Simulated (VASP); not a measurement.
# InP (Fm-3m) in VASP: a series of runs

The runs below take InP through relaxation of cell and atoms, single point, with PBEsol+D4, LDA, PBEsol.

Everything below comes from runs of VASP 6.6.1. Logs are shortened: lines on timing, memory, paths and dates and some standing lists are left out, and cuts for length are marked.

## Step 1: The cell of the first run

The structure is cubic, space group Fm-3m (No. 225). The conventional cell has a = 5.538 Å, b = 5.538 Å, c = 5.538 Å, α = 90.00°, β = 90.00°, γ = 90.00°. In (site symmetry m-3m) has 6 P at 2.77 Å within 3.6 Å. P (site symmetry m-3m) has 6 In at 2.77 Å within 3.6 Å.

## Step 2: Relaxation of cell and atoms, PBEsol+D4

Contents of INCAR:

```
ALGO     = Normal         # electronic algorithm
EDIFF    = 1E-7           # SCF threshold, eV
EDIFFG   = -0.01          # ionic threshold
ENCUT    = 600            # plane-wave cutoff, eV
GGA      = PS             # functional
IBRION   = 2              # ionic algorithm
ISIF     = 3              # what is computed and relaxed
ISMEAR   = -1             # smearing method
IVDW     = 13             # dispersion correction
LASPH    = True           # aspherical terms in the spheres
LCHARG   = False          # write CHGCAR
LREAL    = False          # projectors in reciprocal space
LWAVE    = False          # write WAVECAR
NELM     = 60             # most SCF steps
NSW      = 60             # ionic steps
PREC     = Accurate       # precision mode
SIGMA    = 0.05           # smearing width, eV
```

Contents of KPOINTS:

```
k-points
0
Gamma
  8 8 8
```

Contents of POSCAR:

```
InP
1.0
    0.0000000000      2.7688340000      2.7688340000
    2.7688340000      0.0000000000      2.7688340000
    2.7688340000      2.7688340000      0.0000000000
In P
1 1
Direct
    0.0000000000      0.0000000000      0.0000000000
    0.5000000000      0.5000000000      0.5000000000
```

Potentials or basis: VASP PAW PBE potentials, release 64 (In_d, P).

Run with:

```
cat potpaw_PBE.64/In_d/POTCAR potpaw_PBE.64/P/POTCAR > POTCAR
mpirun -np 1 vasp_std > vasp.out
```

OUTCAR:

```text
EDIFF = 1E-7
   EDIFFG = -0.01
   ENCUT = 600
   GGA = PS
   IBRION = 2
   ISIF = 3
   ISMEAR = -1
   IVDW = 13
   LASPH = True
   LREAL = False
   NELM = 60
   NSW = 60
   PREC = Accurate

 ion  position               nearest neighbor table
   1  0.000  0.000  0.000-   2 2.77   2 2.77   2 2.77   2 2.77   2 2.77   2 2.77
   2  0.500  0.500  0.500-   1 2.77   1 2.77   1 2.77   1 2.77   1 2.77   1 2.77

  LATTYP: Found a face centered cubic cell.
 ALAT       =     5.5376680000

  Lattice vectors:

 A1 = (   0.0000000000,   2.7688340000,   2.7688340000)
 A2 = (   2.7688340000,   0.0000000000,   2.7688340000)
 A3 = (   2.7688340000,   2.7688340000,   0.0000000000)

Analysis of symmetry for initial positions (statically):
=====================================================================
 Subroutine PRICEL returns:
 Original cell was already a primitive cell.

 Routine SETGRP: Setting up the symmetry group for a
 face centered cubic supercell.

 Subroutine GETGRP returns: Found 48 space group operations
 (whereof 48 operations were pure point group operations)
 out of a pool of 48 trial point group operations.

The static configuration has the point symmetry O_h .

Analysis of symmetry for dynamics (positions and initial velocities):
=====================================================================
 Subroutine PRICEL returns:
 Original cell was already a primitive cell.

 Routine SETGRP: Setting up the symmetry group for a
 face centered cubic supercell.

 Subroutine GETGRP returns: Found 48 space group operations
 (whereof 48 operations were pure point group operations)
 out of a pool of 48 trial point group operations.

The dynamic configuration has the point symmetry O_h .

 Subroutine INISYM returns: Found 48 space group operations
 (whereof 48 operations are pure point group operations),
 and found     1 'primitive' translations

----------------------------------------------------------------------------------------

                                     Primitive cell

  volume of cell :      42.4542

  direct lattice vectors                    reciprocal lattice vectors
     0.000000000  2.768834000  2.768834000    -0.180581429  0.180581429  0.180581429
     2.768834000  0.000000000  2.768834000     0.180581429 -0.180581429  0.180581429
     2.768834000  2.768834000  0.000000000     0.180581429  0.180581429 -0.180581429

  length of vectors
     3.915722595  3.915722595  3.915722595     0.312776210  0.312776210  0.312776210

  position of ions in fractional coordinates (direct lattice)
     0.000000000  0.000000000  0.000000000
     0.500000000  0.500000000  0.500000000

  ion indices of the primitive-cell ions
   primitive index   ion index
                 1           1
                 2           2

----------------------------------------------------------------------------------------

 KPOINTS: k-points

Automatic generation of k-mesh.
 Grid dimensions read from file:
 generate k-points for:    8    8    8

 Generating k-lattice:

  Cartesian coordinates                     Fractional coordinates (reciprocal lattice)
    -0.022572679  0.022572679  0.022572679     0.125000000  0.000000000  0.000000000
     0.022572679 -0.022572679  0.022572679     0.000000000  0.125000000  0.000000000
     0.022572679  0.022572679 -0.022572679     0.000000000  0.000000000  0.125000000

  Length of vectors
     0.039097026  0.039097026  0.039097026

  Shift w.r.t. Gamma in fractional coordinates (k-lattice)
     0.000000000  0.000000000  0.000000000

 Subroutine IBZKPT returns following result:
 ===========================================

 Found     29 irreducible k-points:

 Following reciprocal coordinates:
            Coordinates               Weight
  0.000000  0.000000  0.000000      1.000000
  0.125000  0.000000  0.000000      8.000000
  0.250000  0.000000  0.000000      8.000000
  0.375000  0.000000  0.000000      8.000000
  0.500000  0.000000  0.000000      4.000000
  0.125000  0.125000  0.000000      6.000000
[... 16 lines left out ...]
  0.500000  0.250000  0.125000     48.000000
 -0.375000  0.250000  0.125000     24.000000
 [... further k-points ...]
   k-points           NKPTS =     29   k-points in BZ     NKDIM =     29   number of bands    NBANDS=     13
   number of dos      NEDOS =    301   number of ions     NIONS =      2
   total plane-waves  NPLWV =  32768
   dimension x,y,z NGX =    32 NGY =   32 NGZ =   32
   dimension x,y,z NGXF=    64 NGYF=   64 NGZF=   64
   ions per type =               1   1
   NGX,Y,Z   is equivalent  to a cutoff of  13.59, 13.59, 13.59 a.u.
   NGXF,Y,Z  is equivalent  to a cutoff of  27.17, 27.17, 27.17 a.u.
 SYSTEM =  unknown system
   PREC   = accura    normal or accurate (medium, high low for compatibility)
   ISTART =      0    job   : 0-new  1-cont  2-samecut
   ICHARG =      2    charge: 1-file 2-atom 10-const
   ISPIN  =      1    spin polarized calculation?
   LNONCOLLINEAR =      F non collinear calculations
   LSORBIT =      F    spin-orbit coupling
   LASPH  =      T    aspherical Exc in radial PAW
   ENCUT  =  600.0 eV  44.10 Ry    6.64 a.u.   7.82  7.82  7.82*2*pi/ulx,y,z
   NELM   =     60;   NELMIN=  2; NELMDL= -5     # of ELM steps
   EDIFF  = 0.1E-06   stopping-criterion for ELM
   LREAL  =      F    real-space projection
   EDIFFG = -.1E-01   stopping-criterion for IOM
   NSW    =     60    number of steps for IOM
   IBRION =      2    ionic relax: 0-MD 1-quasi-New 2-CG
   NFREE  =      1    steps in history (QN), initial steepest desc. (CG)
   ISIF   =      3    stress and relaxation
   ISYM   =      2    0-nonsym 1-usesym 2-fastsym
   POTIM  = 0.5000    time-step for ionic-motion
   TEBEG  =    0.0;   TEEND  =   0.0 temperature during run
   PSTRESS=    0.0 pullay stress
   NELECT =      18.0000    total number of electrons
   NUPDOWN=      -1.0000    fix difference up-down
   EMIN   =  10.00;   EMAX   =-10.00  energy-range for DOS
   EFERMI =   0.00;   METHOD = LEGACY
   ISMEAR =    -1;   SIGMA  =   0.05  broadening in eV -4-tet -1-fermi 0-gaus
   EFERMI_NEDOS =   21; number of points for ismear=-14 and -15
   IALGO  =     38    algorithm
   IMIX   =      4    mixing-type and parameters
     AMIX     =   0.40;   BMIX     =  1.00
     AMIX_MAG =   1.60;   BMIX_MAG =  1.00
  volume/ion in A,a.u.               =      21.23       143.25
  Fermi-wavevector in a.u.,A,eV,Ry     =   1.229869  2.324115 20.579860  1.512577
  Thomas-Fermi vector in A             =   2.364739
   LORBIT       =      0    0 simple, 1 ext, 2 COOP (PROOUT), +10 PAW based schemes
   GGA     = PS    functional components
   LHFCALC =     F    Hartree Fock is set to
   AEXX    =    0.0000 exact exchange contribution
   IVDW    =    13    specifies the selected vdW correction
   LEPSILON=     F    determine dielectric tensor
   LRPA    =     F    only Hartree local field effects (RPA)
 conjugate gradient relaxation of ions
 non-spin polarized calculation
  energy-cutoff  :      600.00
  volume of cell :       42.45
 maximum number of plane-waves:      1428
   NGX = 15   NGY = 15   NGZ = 15

--------------------------------------- Ionic step        1  -------------------------------------------

 number of electron      17.9999998 magnetization

 Free energy of the ion-electron system (eV)
  ---------------------------------------------------
  ext. energy  EPLUGINS =         0.00000000
  ---------------------------------------------------
  free energy    TOTEN  =        -8.77229513 eV

  energy without entropy =       -8.75945436  energy(sigma->0) =       -8.76587474

------------------------ aborting loop because EDIFF is reached ----------------------------------------

  DFT-D4 for vdW energy calculation

  Edisp (eV):   -0.45968

  FORCE on cell =-STRESS in cart. coord.  units (eV):
  Direction    XX          YY          ZZ          XY          YZ          ZX
  --------------------------------------------------------------------------------------
  -------------------------------------------------------------------------------------
  Total      -1.30992    -1.30992    -1.30992    -0.00000     0.00000     0.00000
  in kB     -49.43518   -49.43518   -49.43518    -0.00000     0.00000     0.00000
  external pressure =      -49.44 kB  Pullay stress =        0.00 kB
[... 61 lines left out ...]
  energy  without entropy=       -9.2527341166  energy(sigma->0) =       -9.25820208

--------------------------------------- Ionic step        3  -------------------------------------------

 number of electron      18.0000003 magnetization

 Free energy of the ion-electron system (eV)
  ---------------------------------------------------
  ext. energy  EPLUGINS =         0.00000000
  ---------------------------------------------------
  free energy    TOTEN  =        -8.78665897 eV

  energy without entropy =       -8.77501931  energy(sigma->0) =       -8.78083914

 E-fermi :   7.8596     XC(G=0): -10.8491

 val. band max:        7.8110070778   @ k =   0.3750   0.0000   0.0000
 cond. band min:       7.8638288708   @ k =  -0.3750   0.5000   0.1250
 fundamental gap:      0.0528217930
 Fermi energy:         7.8596120053

 k-point     1 :       0.0000    0.0000    0.0000
  band No.  band energies     occupation
      1      -6.5076      2.00000
      2      -6.5076      2.00000
      3      -6.4823      2.00000
      4      -6.4823      2.00000
      5      -6.4823      2.00000
      6      -4.7783      2.00000
      7       7.4322      1.99961
      8       7.4322      1.99961
      9       7.4322      1.99961
     10       8.7550      0.00000
     11      14.8222      0.00000
     12      14.8222      0.00000
     13      14.8222      0.00000
[... 353 lines left out ...]
 k-point    24 :      -0.3750    0.2500    0.1250
  band No.  band energies     occupation
      1      -6.6945      2.00000
      2      -6.5490      2.00000
      3      -6.4695      2.00000
      4      -6.4235      2.00000
      5      -6.3693      2.00000
      6      -1.8507      2.00000
      7       1.2807      2.00000
      8       5.2320      2.00000
      9       6.0548      2.00000
     10      10.2279      0.00000
     11      11.3201      0.00000
     12      13.8916      0.00000
     13      15.4073      0.00000

 [... further k-points ...]

------------------------ aborting loop because EDIFF is reached ----------------------------------------

  DFT-D4 for vdW energy calculation

  Edisp (eV):   -0.48879

  FORCE on cell =-STRESS in cart. coord.  units (eV):
  Direction    XX          YY          ZZ          XY          YZ          ZX
  --------------------------------------------------------------------------------------
  -------------------------------------------------------------------------------------
  Total       0.00058     0.00058     0.00058     0.00000    -0.00000     0.00000
  in kB       0.02317     0.02317     0.02317     0.00000    -0.00000     0.00000
  external pressure =        0.02 kB  Pullay stress =        0.00 kB
[... 17 lines left out ...]
  FREE ENERGIE OF THE ION-ELECTRON SYSTEM (eV)
  ---------------------------------------------------
  free  energy   TOTEN  =        -9.2754511980 eV

  energy  without entropy=       -9.2638115441  energy(sigma->0) =       -9.26963137

 reached required accuracy - stopping structural energy minimisation
```

Run time: 46 s. Hardware: 1 thread of Intel Xeon 8259CL, shared host; peak memory 0.2 GiB.

What came out:

| Quantity | Value |
| --- | --- |
| Free energy | -9.2755 eV |
| Relaxed volume | 19.91 Å³/atom |
| Relaxed cell | a = 3.833 Å, b = 3.833 Å, c = 3.833 Å, α = 60.00°, β = 60.00°, γ = 60.00° |
| Space group after relaxing (to 0.05 Å) | Fm-3m (No. 225) |
| Energy gained by relaxing | 21.7 meV/atom |
| Ionic steps | 3 |
| Pressure after relaxing | 0.0 GPa |
| Band gap on the k mesh | zero (band 9 reaches 8.09 eV, above the bottom of band 10 at 5.24 eV) |
| Dispersion energy per atom | -0.244 eV |

The path:
```
step  energy change (eV)  largest force (eV/Å)  pressure (GPa)  volume (Å³)
   1              0.0000                0.0000           -4.94        42.45
   2             -0.0317                0.0000            3.10        38.56
   3             -0.0435                0.0000            0.00        39.81
```

Final structure:
```
In P
1.0
     0.00000    2.71014    2.71014
     2.71014    0.00000    2.71014
     2.71014    2.71014    0.00000
In P
1 1
Direct
  0.00000 0.00000 0.00000
  0.50000 0.50000 0.50000
```

Levels at points of the mesh, in eV from the Fermi level:
| k point | band 7 | band 8 | band 9 | band 10 | band 11 | band 12 |
| --- | --- | --- | --- | --- | --- | --- |
| (0.00, 0.00, 0.00) | -0.43 | -0.43 | -0.43 | 0.90 | 6.96 | 6.96 |
| (0.50, 0.00, 0.00) | -7.16 | 0.08 | 0.08 | 2.32 | 3.21 | 3.21 |
| (0.50, 0.50, 0.00) | -5.52 | -2.68 | -2.68 | -2.62 | 3.51 | 10.25 |

Caveat: the PAW data sets were made with another functional, which shifts forces and pressure a little; spin-orbit coupling is left out, which moves the levels of the heavy elements; pairwise dispersion overbinds metals, which lowers pressure and volume.

## Step 3: Single point, LDA

This run uses another cell than the first one, of 19.85 Å³/atom, 0.935 times its volume.

Contents of INCAR:

```
ALGO = Normal
EDIFF = 1E-6
ENCUT = 520
ISIF = 2
ISMEAR = -1
LASPH = True
LCHARG = False
LREAL = False
LWAVE = False
NBANDS = 16
NELM = 60
PREC = Accurate
SIGMA = 0.05
```

KPOINTS is that of step 2.

Contents of POSCAR:

```
InP
1.0
    0.0000000000      2.7074455797      2.7074455797
    2.7074455797      0.0000000000      2.7074455797
    2.7074455797      2.7074455797      0.0000000000
In P
1 1
Direct
    0.0000000000      0.0000000000      0.0000000000
    0.5000000000      0.5000000000      0.5000000000
```

Potentials or basis: VASP PAW LDA potentials, release 64 (In_d, P).

Run with:

```
cat potpaw_LDA.64/In_d/POTCAR potpaw_LDA.64/P/POTCAR > POTCAR
mpirun -np 1 vasp_std > vasp.out
```

OUTCAR:

```text
EDIFF = 1E-6
   ENCUT = 520
   ISIF = 2
   ISMEAR = -1
   LASPH = True
   LREAL = False
   NELM = 60
   PREC = Accurate

 ion  position               nearest neighbor table
   1  0.000  0.000  0.000-   2 2.71   2 2.71   2 2.71   2 2.71   2 2.71   2 2.71
   2  0.500  0.500  0.500-   1 2.71   1 2.71   1 2.71   1 2.71   1 2.71   1 2.71

  LATTYP: Found a face centered cubic cell.
 ALAT       =     5.4148911594

  Lattice vectors:

 A1 = (   0.0000000000,   2.7074455797,   2.7074455797)
 A2 = (   2.7074455797,   0.0000000000,   2.7074455797)
 A3 = (   2.7074455797,   2.7074455797,   0.0000000000)

Analysis of symmetry for initial positions (statically):
=====================================================================
 Subroutine PRICEL returns:
 Original cell was already a primitive cell.

 Routine SETGRP: Setting up the symmetry group for a
 face centered cubic supercell.

 Subroutine GETGRP returns: Found 48 space group operations
 (whereof 48 operations were pure point group operations)
 out of a pool of 48 trial point group operations.

The static configuration has the point symmetry O_h .

Analysis of symmetry for dynamics (positions and initial velocities):
=====================================================================
 Subroutine PRICEL returns:
[... 153 lines left out ...]

  energy without entropy =       -9.30250113  energy(sigma->0) =       -9.30892123

 E-fermi :   7.8071     XC(G=0): -10.9480

 val. band max:        7.7913108214   @ k =  -0.3750   0.5000   0.1250
 cond. band min:       7.8331593067   @ k =  -0.3750   0.3750   0.0000
 fundamental gap:      0.0418484854
 Fermi energy:         7.8071326131

 k-point     1 :       0.0000    0.0000    0.0000
  band No.  band energies     occupation
      1      -6.5662      2.00000
      2      -6.5662      2.00000
      3      -6.5381      2.00000
      4      -6.5381      2.00000
      5      -6.5381      2.00000
      6      -4.8159      2.00000
[... 433 lines left out ...]
      3      -6.5251      2.00000
      4      -6.4785      2.00000
      5      -6.4239      2.00000
      6      -1.8718      2.00000
[... 8 lines left out ...]
     15      17.9744      0.00000
     16      20.8058      0.00000

 [... further k-points ...]
[... 5 lines left out ...]
  --------------------------------------------------------------------------------------
  -------------------------------------------------------------------------------------
  Total        0.0161840      0.0161840      0.0161840     -0.0000000     -0.0000000      0.0000000
  in kB        0.6532599      0.6532599      0.6532599     -0.0000000     -0.0000000      0.0000000
  external PRESSURE =       0.6532599 kB  Pullay stress =       0.0000000 kB

 VOLUME and BASIS-vectors are now :
 -----------------------------------------------------------------------------
  energy-cutoff  :      520.00
  volume of cell :       39.69
      direct lattice vectors                 reciprocal lattice vectors
     0.000000000  2.707445580  2.707445580    -0.184675919  0.184675919  0.184675919
     2.707445580  0.000000000  2.707445580     0.184675919 -0.184675919  0.184675919
     2.707445580  2.707445580  0.000000000     0.184675919  0.184675919 -0.184675919

 POSITION                                       TOTAL-FORCE (eV/Angst)
 -----------------------------------------------------------------------------------
      0.00000      0.00000      0.00000        -0.000000     -0.000000     -0.000000
      2.70745      2.70745      2.70745         0.000000      0.000000      0.000000
 -----------------------------------------------------------------------------------
    total drift:                               -0.000000      0.000000      0.000000

  FREE ENERGIE OF THE ION-ELECTRON SYSTEM (eV)
  ---------------------------------------------------
  free  energy   TOTEN  =        -9.3153413371 eV

  energy  without entropy=       -9.3025011307  energy(sigma->0) =       -9.30892123
```

stdout:

```text
POSCAR found type information on POSCAR InP
 POSCAR found :  2 types and       2 ions
 scaLAPACK will be used
 LDA part: xc-table for (Slater(with rela. corr.)+CA(PZ))
 , standard interpolation
 POSCAR, INCAR and KPOINTS ok, starting setup
 FFT: planning ... GRIDC
 FFT: planning ... GRID_SOFT
 FFT: planning ... GRID
 WAVECAR not read
 entering main loop
```

Wall time 41 s (1 thread of AMD EPYC 7R13, shared host); peak memory 0.12 GiB.

What came out:

| Item | Value |
| --- | --- |
| Free energy | -9.3153 eV |
| Pressure | 0.1 GPa |
| Band gap on the k mesh | zero (band 9 reaches 8.06 eV, above the bottom of band 10 at 5.15 eV) |

Caveat: spin-orbit coupling is left out, which moves the levels of the heavy elements.

[end of part 1 of 2]
